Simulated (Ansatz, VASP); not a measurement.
**WC: VASP beside Ansatz**

```
CELL_PARAMETERS angstrom
0.00000 2.17337 2.17337
2.17337 0.00000 2.17337
2.17337 2.17337 0.00000
ATOMIC_POSITIONS crystal
W 0.00000 0.00000 0.00000
C 0.50000 0.50000 0.50000
```

Alike in both runs: functional PBEsol; k mesh 9 × 9 × 9; occupations methfessel-paxton of order 1, width 0.15 eV; no spin polarisation.

Ansatz relaxed the structure, and its values are those at the end. VASP's run is a single point on that final structure, the one shown.

```csv
,VASP,Ansatz
version,VASP 6.6.1,Ansatz 0.2.0
potentials or method,"VASP PAW PBE potentials, release 64 (W_sv, C), cutoff 520 eV","plane waves, PAW"
valence electrons in the cell,18,18
```

Ansatz gave:

- pressure (GPa): 0.0

Q: Estimate VASP's values.

A: Pressure (GPa): 1.1.

VASP's potentials were made for PBE, not for PBEsol. With one functional, cell and mesh, what is left measures potentials, basis and numerics.

Neither program's run includes spin-orbit coupling.
